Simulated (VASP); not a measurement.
HfC, 2 atoms in the cell. Symmetry: Fm-3m, No. 225, cubic system. Conventional cell: a = 4.650 Å, b = 4.650 Å, c = 4.650 Å, α = 90.00°, β = 90.00°, γ = 90.00°. Hf (site symmetry m-3m) has 6 C at 2.33 Å within 3.1 Å. C (site symmetry m-3m) has 6 Hf at 2.33 Å within 3.1 Å. 

```yaml
Program: VASP 6.6.1
Task: single point
Functional: PBE
Potentials_or_basis: VASP PAW PBE potentials, release 64 (Hf_pv, C)
Cutoff: 520 eV
k_mesh: 6 × 6 × 6
Occupations: gaussian, width 0.05 eV
Spin: no spin polarisation
Dipole_correction: no
Further_INCAR_settings: ALGO = Normal; EDIFF = 1e-06; NBANDS = 14
```

Potentials or basis: VASP PAW PBE potentials, release 64 (Hf_pv, C).

The run is started by

```sh
$ cat potpaw_PBE.64/Hf_pv/POTCAR potpaw_PBE.64/C/POTCAR > POTCAR
$ mpirun -np 1 vasp_std > vasp.out
```

Hardware: 1 thread of Intel(R) Xeon(R) Platinum 8488C (Sapphire Rapids), on a shared host.

**Question.** Estimate the wall time of this run.

**Answer.** Run time: 3.9 s on 1 thread of Intel(R) Xeon(R) Platinum 8488C (Sapphire Rapids), with other jobs on the host, peak memory 0.14 GiB. Counts: scf iterations 12, k points 16.
